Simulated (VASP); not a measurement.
Input of a VASP 6.6.1 run:

INCAR

```
SYSTEM = Pd12S
ALGO = Normal ; DIPOL = 0.5 0.5 0.328
EDIFF = 1E-6 ; ENCUT = 520
IDIPOL = 3 ; ISIF = 2
ISMEAR = 0 ; LASPH = .True.
LCHARG = .False. ; LDIPOL = .True.
LREAL = .False. ; LWAVE = .False.
NBANDS = 75 ; NELM = 60
PREC = Accurate ; SIGMA = 0.1
```

File KPOINTS:

```
k-points
0
Gamma
  6 6 1
  0 0 0
```

File POSCAR:

```
Pd12S
1.0
    5.4294429595      0.0000000000      0.0000000000
   -2.7147214798      4.7020355314      0.0000000000
    0.0000000000      0.0000000000     19.9331216116
Pd S
12 1
Direct
    0.3333333333      0.1666666667      0.2006710277
    0.3333333333      0.6666666667      0.2006710277
    0.8333333333      0.1666666667      0.2006710277
    0.8333333333      0.6666666667      0.2006710277
    0.1666666667      0.3333333334      0.3118709115
    0.1666666667      0.8333333334      0.3118709115
    0.6666666667      0.3333333334      0.3118709115
    0.6666666667      0.8333333333      0.3118709115
    0.0000000000      0.0000000000      0.4230707952
    0.0000000000      0.5000000000      0.4230707952
    0.5000000000      0.0000000000      0.4230707952
    0.5000000000      0.5000000000      0.4230707952
    0.1666666667      0.0833333334      0.5186953644
```

Potentials or basis: VASP PAW LDA potentials, release 64 (Pd, S).

Run with:

```bash
$ cat potpaw_LDA.64/Pd/POTCAR potpaw_LDA.64/S/POTCAR > POTCAR
$ mpirun -np 1 vasp_std > vasp.out
```

Q: What does it give for the band gap on the k mesh?

A: Zero (bands 63 and 64 overlap by 0.48 eV).

Q: What does it give for the largest force?

A: 1.872 eV/Å.

Forces in eV/Å, atoms in the order of the input:
```
Pd   0.026  0.015 -0.014
Pd  -0.059 -0.034 -0.096
Pd   0.009  0.007 -0.033
Pd   0.010  0.004 -0.033
Pd  -0.031 -0.055 -0.066
Pd  -0.063  0.001 -0.066
Pd   0.045  0.026 -0.073
Pd  -0.003 -0.002  0.281
Pd  -1.035 -0.598 -1.440
Pd   0.068  0.039  0.210
Pd  -0.310 -0.051  0.646
Pd  -0.199 -0.243  0.646
S    1.542  0.890  0.036
```
